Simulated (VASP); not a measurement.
Runs of VASP 6.6.1 on CdSe4. The structure is that of space group Pm-3m (No. 221), or close to it. The cells are those of the table. The cell was generated, and may not be a known phase.

| task | level | cell | k mesh | cutoff (eV) | smearing | gap on the mesh (eV) | pressure (GPa) | relaxed volume (Å³/atom) |
| --- | --- | --- | --- | --- | --- | --- | --- | --- |
| single point | PBE | a = 5.175 Å, 5 atoms | 8 × 8 × 8 | 520 | gaussian 0.1 eV | none | (b) | - |
| single point | PBE | a = 5.183 Å, 5 atoms | 4 × 4 × 4 | 520 | gaussian 0.1 eV | none | (a) | - |
| relaxation of cell and atoms | PBE+D3(BJ) | relaxed from a = 5.183 Å, 5 atoms | 8 × 8 × 8 | 600 | tetrahedron | none | 0.0 | 26.64 |
| single point | PBE+D3(BJ) | a = 5.095 Å, 5 atoms | 8 × 8 × 8 | 520 | tetrahedron | none | 0.4 | - |
| relaxation of cell and atoms | PBE | relaxed from a = 5.183 Å, 5 atoms | 8 × 8 × 8 | 600 | gaussian 0.1 eV | none | 0.0 | 27.88 |

Alike in all rows: potentials or basis VASP PAW PBE potentials, release 64 (Cd, Se); no spin polarisation.

Problem. Estimate the missing entries.

Solution. (a) 0.2; (b) 0.3.

Caveats: tetrahedron occupations give inexact forces and stress in metals (at least some runs).

A k mesh can miss the band edges, and the runs leave out spin-orbit coupling on Cd, Se.

A gap of «none» marks levels without a gap at the run's occupations.
